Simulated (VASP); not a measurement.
# HfC (Fm-3m) in VASP: a series of runs, part 2 of 3

VASP 6.6.1.

### 3 Electric field gradients, PBEsol (12.82 Å³/atom)

This run uses another cell than the first one, of 12.82 Å³/atom.

INCAR

```
SYSTEM = HfC
  PREC = Accurate
  ENCUT = 520
  EDIFF = 1E-8
  ISMEAR = -1
  SIGMA = 0.05
  LREAL = .FALSE.
  LASPH = .TRUE.
  NELM = 120
  ALGO = Normal
  ISIF = 2
  LWAVE = .FALSE.
  LCHARG = .FALSE.
  GGA = PS
  LEFG = .TRUE.
  NBANDS = 14
  GGA_COMPAT = .FALSE.
```

KPOINTS

```
regular mesh
0
G
  15 15 15
  0 0 0
```

POSCAR

```
HfC
1.0
    0.0000000000      2.3403977997      2.3403977997
    2.3403977997      0.0000000000      2.3403977997
    2.3403977997      2.3403977997      0.0000000000
Hf C
1 1
Direct
    0.5000000000      0.5000000000      0.5000000000
    0.0000000000      0.0000000000      0.0000000000
```

Potentials or basis: VASP PAW PBE potentials, release 64 (Hf_pv, C).

Command:

```bash
cat potpaw_PBE.64/Hf_pv/POTCAR potpaw_PBE.64/C/POTCAR > POTCAR
mpirun -np 1 vasp_std > vasp.out
```

OUTCAR:

```text
SYSTEM = HfC
   PREC = Accurate
   ENCUT = 520
   EDIFF = 1E-8
   ISMEAR = -1
   LREAL = .FALSE.
   LASPH = .TRUE.
   NELM = 120
   ISIF = 2
   GGA = PS

 ion  position               nearest neighbor table
   1  0.500  0.500  0.500-   2 2.34   2 2.34   2 2.34   2 2.34   2 2.34   2 2.34
   2  0.000  0.000  0.000-   1 2.34   1 2.34   1 2.34   1 2.34   1 2.34   1 2.34

  LATTYP: Found a face centered cubic cell.
 ALAT       =     4.6807955994

  Lattice vectors:

 A1 = (   0.0000000000,   2.3403977997,   2.3403977997)
 A2 = (   2.3403977997,   0.0000000000,   2.3403977997)
 A3 = (   2.3403977997,   2.3403977997,   0.0000000000)

Analysis of symmetry for initial positions (statically):
=====================================================================
 Subroutine PRICEL returns:
 Original cell was already a primitive cell.

 Routine SETGRP: Setting up the symmetry group for a
 face centered cubic supercell.

 Subroutine GETGRP returns: Found 48 space group operations
 (whereof 48 operations were pure point group operations)
 out of a pool of 48 trial point group operations.

The static configuration has the point symmetry O_h .

Analysis of symmetry for dynamics (positions and initial velocities):
=====================================================================
 Subroutine PRICEL returns:
 Original cell was already a primitive cell.

 Routine SETGRP: Setting up the symmetry group for a
 face centered cubic supercell.

 Subroutine GETGRP returns: Found 48 space group operations
 (whereof 48 operations were pure point group operations)
 out of a pool of 48 trial point group operations.

The dynamic configuration has the point symmetry O_h .

 Subroutine INISYM returns: Found 48 space group operations
 (whereof 48 operations are pure point group operations),
 and found     1 'primitive' translations

----------------------------------------------------------------------------------------

                                     Primitive cell

  volume of cell :      25.6389

  direct lattice vectors                    reciprocal lattice vectors
     0.000000000  2.340397800  2.340397800    -0.213638895  0.213638895  0.213638895
     2.340397800  0.000000000  2.340397800     0.213638895 -0.213638895  0.213638895
     2.340397800  2.340397800  0.000000000     0.213638895  0.213638895 -0.213638895

  length of vectors
     3.309822310  3.309822310  3.309822310     0.370033421  0.370033421  0.370033421

  position of ions in fractional coordinates (direct lattice)
     0.500000000  0.500000000  0.500000000
     0.000000000  0.000000000  0.000000000

  ion indices of the primitive-cell ions
   primitive index   ion index
                 1           1
                 2           2

----------------------------------------------------------------------------------------

 KPOINTS: regular mesh

Automatic generation of k-mesh.
 Grid dimensions read from file:
 generate k-points for:   15   15   15

 Generating k-lattice:
[... 80 lines left out ...]
   IMIX   =      4    mixing-type and parameters
     AMIX     =   0.40;   BMIX     =  1.00
     AMIX_MAG =   1.60;   BMIX_MAG =  1.00
  volume/ion in A,a.u.               =      12.82        86.51
  Fermi-wavevector in a.u.,A,eV,Ry     =   1.338087  2.528619 24.360932  1.790478
  Thomas-Fermi vector in A             =   2.466585
   LORBIT       =      0    0 simple, 1 ext, 2 COOP (PROOUT), +10 PAW based schemes
   GGA     = PS    functional components
   LHFCALC =     F    Hartree Fock is set to
   AEXX    =    0.0000 exact exchange contribution
   IVDW    =     0    specifies the selected vdW correction
   LEPSILON=     F    determine dielectric tensor
   LRPA    =     F    only Hartree local field effects (RPA)
 non-spin polarized calculation
  energy-cutoff  :      520.00
  volume of cell :       25.64
 maximum number of plane-waves:       701
 NGX is ok and might be reduce to    28
   NGX = 13   NGY = 13   NGZ = 13

 number of electron      14.0000001 magnetization

 Free energy of the ion-electron system (eV)
  ---------------------------------------------------
  ext. energy  EPLUGINS =         0.00000000
  ---------------------------------------------------
  free energy    TOTEN  =       -22.15165895 eV

  energy without entropy =      -22.14841650  energy(sigma->0) =      -22.15003772

 E-fermi :   5.6227     XC(G=0): -12.3235

 val. band max:        5.6130912086   @ k =  -0.0667   0.0667   0.0000
 cond. band min:       5.6448850800   @ k =   0.4667   0.4000   0.0000
 fundamental gap:      0.0317938714
 Fermi energy:         5.6226945309

 k-point     1 :       0.0000    0.0000    0.0000
  band No.  band energies     occupation
      1     -23.9414      2.00000
      2     -23.9414      2.00000
      3     -23.9414      2.00000
      4      -6.5330      2.00000
      5       6.6713      0.00000
      6       6.6713      0.00000
      7       6.6713      0.00000
      8       6.9938      0.00000
      9       6.9938      0.00000
     10       6.9938      0.00000
     11       8.9578      0.00000
     12       8.9578      0.00000
     13      12.2516      0.00000
     14      16.5421      0.00000
[... 377 lines left out ...]
      1     -24.1207      2.00000
      2     -23.9956      2.00000
      3     -23.9889      2.00000
      4      -5.6511      2.00000
      5       3.2315      2.00000
      6       4.9661      2.00000
      7       5.2337      1.99916
      8       6.3888      0.00000
      9       9.0570      0.00000
     10       9.3607      0.00000
     11      10.1036      0.00000
     12      11.7205      0.00000
     13      14.9131      0.00000
     14      18.9486      0.00000

 [... further k-points ...]

------------------------ aborting loop because EDIFF is reached ----------------------------------------

  FORCE on cell =-STRESS in cart. coord.  units (eV):
  Direction    XX          YY          ZZ          XY          YZ          ZX
  --------------------------------------------------------------------------------------
  -------------------------------------------------------------------------------------
  Total       -1.8058398     -1.8058398     -1.8058398      0.0000000      0.0000000     -0.0000000
  in kB     -112.8471923   -112.8471923   -112.8471923      0.0000000      0.0000000     -0.0000000
  external PRESSURE =    -112.8471923 kB  Pullay stress =       0.0000000 kB

 VOLUME and BASIS-vectors are now :
 -----------------------------------------------------------------------------
  energy-cutoff  :      520.00
  volume of cell :       25.64
      direct lattice vectors                 reciprocal lattice vectors
     0.000000000  2.340397800  2.340397800    -0.213638895  0.213638895  0.213638895
     2.340397800  0.000000000  2.340397800     0.213638895 -0.213638895  0.213638895
     2.340397800  2.340397800  0.000000000     0.213638895  0.213638895 -0.213638895

 POSITION                                       TOTAL-FORCE (eV/Angst)
 -----------------------------------------------------------------------------------
      2.34040      2.34040      2.34040         0.000000      0.000000      0.000000
      0.00000      0.00000      0.00000        -0.000000     -0.000000     -0.000000
 -----------------------------------------------------------------------------------
    total drift:                                0.000000      0.000000      0.000000

  FREE ENERGIE OF THE ION-ELECTRON SYSTEM (eV)
  ---------------------------------------------------
  free  energy   TOTEN  =       -22.1516589456 eV

  energy  without entropy=      -22.1484164963  energy(sigma->0) =      -22.15003772

 Electric field gradients (V/A^2)
---------------------------------------------------------------------
 ion       V_xx      V_yy      V_zz      V_xy      V_xz      V_yz
---------------------------------------------------------------------
   1      -0.000     0.000     0.000    -0.000    -0.000    -0.000
   2      -0.000    -0.000    -0.000    -0.000    -0.000    -0.000
---------------------------------------------------------------------

 Electric field gradients after diagonalization (V/A^2)
 (convention: |V_zz| > |V_xx| > |V_yy|)
----------------------------------------------------------------------
 ion       V_xx      V_yy      V_zz     asymmetry (V_yy - V_xx)/ V_zz
----------------------------------------------------------------------
   1       0.000     0.000    -0.000       0.000
   2       0.000     0.000    -0.000       0.000
----------------------------------------------------------------------

           NMR quadrupolar parameters

 Cq : quadrupolar parameter    Cq=e*Q*V_zz/h
 eta: asymmetry parameters     (V_yy - V_xx)/ V_zz
 Q  : nuclear electric quadrupole moment in mb (millibarn)
----------------------------------------------------------------------
 ion       Cq(MHz)       eta       Q (mb)
----------------------------------------------------------------------
   1      -0.000       0.000       1.000
   2      -0.000       0.000       1.000
----------------------------------------------------------------------
```

OSZICAR:

```text
N       E                     dE             d eps       ncg     rms          rms(c)
DAV:   1     0.217247743859E+02    0.21725E+02   -0.77522E+03  3376   0.982E+02
DAV:   2    -0.235307772397E+02   -0.45256E+02   -0.42472E+02  4344   0.201E+02
DAV:   3    -0.250720546116E+02   -0.15413E+01   -0.15363E+01  4008   0.267E+01
DAV:   4    -0.250790194409E+02   -0.69648E-02   -0.69643E-02  3998   0.223E+00
DAV:   5    -0.250790619820E+02   -0.42541E-04   -0.42541E-04  4008   0.159E-01    0.559E+01
DAV:   6    -0.222475040753E+02    0.28316E+01   -0.10858E+01  3720   0.172E+01    0.399E+01
DAV:   7    -0.221735907376E+02    0.73913E-01   -0.53460E-01  4206   0.504E+00    0.239E+01
DAV:   8    -0.221585265525E+02    0.15064E-01   -0.81607E-02  4002   0.219E+00    0.594E+00
DAV:   9    -0.221519950637E+02    0.65315E-02   -0.22076E-02  3858   0.890E-01    0.215E+00
DAV:  10    -0.221516683502E+02    0.32671E-03   -0.14991E-03  4406   0.282E-01    0.902E-02
DAV:  11    -0.221516594033E+02    0.89468E-05   -0.86860E-05  3738   0.790E-02    0.280E-02
DAV:  12    -0.221516590858E+02    0.31751E-06   -0.32595E-06  4370   0.143E-02    0.103E-02
DAV:  13    -0.221516589541E+02    0.13170E-06   -0.21776E-07  3858   0.309E-03    0.289E-03
DAV:  14    -0.221516589284E+02    0.25726E-07   -0.33199E-08  4260   0.135E-03    0.860E-04
DAV:  15    -0.221516589428E+02   -0.14423E-07   -0.40610E-09  2514   0.536E-04    0.251E-04
DAV:  16    -0.221516589456E+02   -0.27342E-08   -0.41674E-10  2106   0.178E-04
   1 F= -.22151659E+02 E0= -.22150038E+02  d E =-.324245E-02
```

stdout:

```text
POSCAR found type information on POSCAR HfC
 POSCAR found :  2 types and       2 ions
 scaLAPACK will be used
 -----------------------------------------------------------------------------
|                                                                             |
|                                                                             |
|     You enforced a specific xc type in the INCAR file but a different       |
|     I HOPE YOU KNOW WHAT YOU ARE DOING!                                     |
|                                                                             |
 -----------------------------------------------------------------------------

 LDA part: xc-table for (Slater+PW92), standard interpolation
 POSCAR, INCAR and KPOINTS ok, starting setup
 FFT: planning ... GRIDC
 FFT: planning ... GRID_SOFT
 FFT: planning ... GRID
 WAVECAR not read
 entering main loop
ion   1

ion   2
```

Wall time 96 s (1 thread of Intel Xeon 8259CL, shared host); peak memory 0.19 GiB.

Results:

* Free energy: -22.1517 eV
* Pressure: -11.3 GPa
* Band gap on the k mesh: zero (bands 7 and 8 overlap by 1.44 eV)
* Largest electric field gradient by atom: zero within the noise of the run

Caveat: the cell stands under tension; the PAW data sets were made with another functional, which shifts forces and pressure a little; spin-orbit coupling is left out, which moves the levels of the heavy elements.

### 4 Electric field gradients, PBEsol (13.32 Å³/atom)

This run uses another cell than the first one, of 13.32 Å³/atom.

INCAR

```
SYSTEM = HfC
PREC = Accurate
ENCUT = 520
EDIFF = 1E-8
ISMEAR = -1
SIGMA = 0.05
LREAL = .False.
LASPH = .True.
NELM = 120
ALGO = Normal
ISIF = 2
LWAVE = .False.
LCHARG = .False.
GGA = PS
LEFG = .True.
NBANDS = 14
GGA_COMPAT = .False.
```

KPOINTS

```
regular mesh
0
Gamma
  15 15 15
  0 0 0
```

POSCAR

```
HfC
1.0
    0.0000000000      2.3705998121      2.3705998121
    2.3705998121      0.0000000000      2.3705998121
    2.3705998121      2.3705998121      0.0000000000
Hf C
1 1
Direct
    0.5000000000      0.5000000000      0.5000000000
    0.0000000000      0.0000000000      0.0000000000
```

Potentials or basis: VASP PAW PBE potentials, release 64 (Hf_pv, C).

Command:

```bash
cat potpaw_PBE.64/Hf_pv/POTCAR potpaw_PBE.64/C/POTCAR > POTCAR
mpirun -np 1 vasp_std > vasp.out
```

OUTCAR:

```text
SYSTEM = HfC
   PREC = Accurate
   ENCUT = 520
   EDIFF = 1E-8
   ISMEAR = -1
   LREAL = .False.
   LASPH = .True.
   NELM = 120
   ISIF = 2
   GGA = PS

 ion  position               nearest neighbor table
   1  0.500  0.500  0.500-   2 2.37   2 2.37   2 2.37   2 2.37   2 2.37   2 2.37
   2  0.000  0.000  0.000-   1 2.37   1 2.37   1 2.37   1 2.37   1 2.37   1 2.37

  LATTYP: Found a face centered cubic cell.
 ALAT       =     4.7411996242

  Lattice vectors:

 A1 = (   0.0000000000,   2.3705998121,   2.3705998121)
 A2 = (   2.3705998121,   0.0000000000,   2.3705998121)
 A3 = (   2.3705998121,   2.3705998121,   0.0000000000)

Analysis of symmetry for initial positions (statically):
=====================================================================
 Subroutine PRICEL returns:
 Original cell was already a primitive cell.

 Routine SETGRP: Setting up the symmetry group for a
 face centered cubic supercell.

[... 597 lines left out ...]
      direct lattice vectors                 reciprocal lattice vectors
     0.000000000  2.370599812  2.370599812    -0.210917084  0.210917084  0.210917084
     2.370599812  0.000000000  2.370599812     0.210917084 -0.210917084  0.210917084
     2.370599812  2.370599812  0.000000000     0.210917084  0.210917084 -0.210917084

 POSITION                                       TOTAL-FORCE (eV/Angst)
 -----------------------------------------------------------------------------------
      2.37060      2.37060      2.37060         0.000000      0.000000      0.000000
      0.00000      0.00000      0.00000        -0.000000     -0.000000     -0.000000
 -----------------------------------------------------------------------------------
    total drift:                                0.000000      0.000000      0.000000

  FREE ENERGIE OF THE ION-ELECTRON SYSTEM (eV)
  ---------------------------------------------------
  free  energy   TOTEN  =       -22.0572270039 eV

  energy  without entropy=      -22.0539795344  energy(sigma->0) =      -22.05560327

 Electric field gradients (V/A^2)
---------------------------------------------------------------------
 ion       V_xx      V_yy      V_zz      V_xy      V_xz      V_yz
---------------------------------------------------------------------
   1      -0.000     0.000     0.000    -0.000    -0.000    -0.000
   2      -0.000     0.000    -0.000    -0.000    -0.000    -0.000
---------------------------------------------------------------------

 Electric field gradients after diagonalization (V/A^2)
 (convention: |V_zz| > |V_xx| > |V_yy|)
----------------------------------------------------------------------
 ion       V_xx      V_yy      V_zz     asymmetry (V_yy - V_xx)/ V_zz
----------------------------------------------------------------------
   1       0.000     0.000    -0.001       0.000
   2       0.000     0.000    -0.000       0.000
----------------------------------------------------------------------

           NMR quadrupolar parameters

 Cq : quadrupolar parameter    Cq=e*Q*V_zz/h
 eta: asymmetry parameters     (V_yy - V_xx)/ V_zz
 Q  : nuclear electric quadrupole moment in mb (millibarn)
----------------------------------------------------------------------
 ion       Cq(MHz)       eta       Q (mb)
----------------------------------------------------------------------
   1      -0.000       0.000       1.000
   2      -0.000       0.000       1.000
----------------------------------------------------------------------
```

stdout:

```text
POSCAR found type information on POSCAR HfC
 POSCAR found :  2 types and       2 ions
 scaLAPACK will be used
 -----------------------------------------------------------------------------
|                                                                             |
|                                                                             |
|     You enforced a specific xc type in the INCAR file but a different       |
|     I HOPE YOU KNOW WHAT YOU ARE DOING!                                     |
|                                                                             |
 -----------------------------------------------------------------------------

 LDA part: xc-table for (Slater+PW92), standard interpolation
 POSCAR, INCAR and KPOINTS ok, starting setup
 FFT: planning ... GRIDC
 FFT: planning ... GRID_SOFT
 FFT: planning ... GRID
 WAVECAR not read
 entering main loop
ion   1

ion   2
```

Wall time 99 s (1 thread of Intel Xeon 8259CL, shared host); peak memory 0.19 GiB.

What came out:

```
Free energy                             : -22.0572 eV
Pressure                                : -18.6 GPa
Band gap on the k mesh                  : zero (bands 7 and 8 overlap by 1.41 eV)
Largest electric field gradient by atom : zero within the noise of the run
```

Caveat: the cell stands under tension; the PAW data sets were made with another functional, which shifts forces and pressure a little; spin-orbit coupling is left out, which moves the levels of the heavy elements.

(Continued in part 3 of 3.)
